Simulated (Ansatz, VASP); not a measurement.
# Ag in VASP and in Ansatz

```
Ag
1.0
     2.87655    0.00000    0.00000
    -1.43827    2.49116    0.00000
     0.00000    0.00000    9.96655
Ag
4
Direct
  0.33333 0.66667 0.25000
  0.66667 0.33333 0.75000
  0.00000 0.00000 0.00000
  0.00000 0.00000 0.50000
```

Change from the starting cell: volume scaled by 0.99, crystal datasets.

Alike in both runs: task electric field gradients; functional LDA; k mesh 14 × 14 × 4; occupations fermi-dirac, width 0.08 eV; no spin polarisation.

|  | VASP | Ansatz |
| --- | --- | --- |
| version | VASP 6.6.1 | Ansatz 0.2.0 |
| potentials or method | VASP PAW LDA potentials, release 64 (Ag), cutoff 520 eV | all-electron PAW with datasets made for the crystal, scalar-relativistic |

|  | VASP | Ansatz | Ansatz less VASP |
| --- | --- | --- | --- |
| pressure (GPa) | -10.4 | -10.5 | -0.16 |
| traceless stress, the component that is largest in VASP (GPa) | -2.65 | -2.62 | +0.037 |
| size of Vzz on the site where it differs most (V/Å²) | 10.4 | 4.4 | -5.95 |

LDA's correlation is that of Perdew and Zunger in VASP and of Perdew and Wang (1992) in Ansatz. Ansatz ran all-electron here, and VASP with PAW potentials.
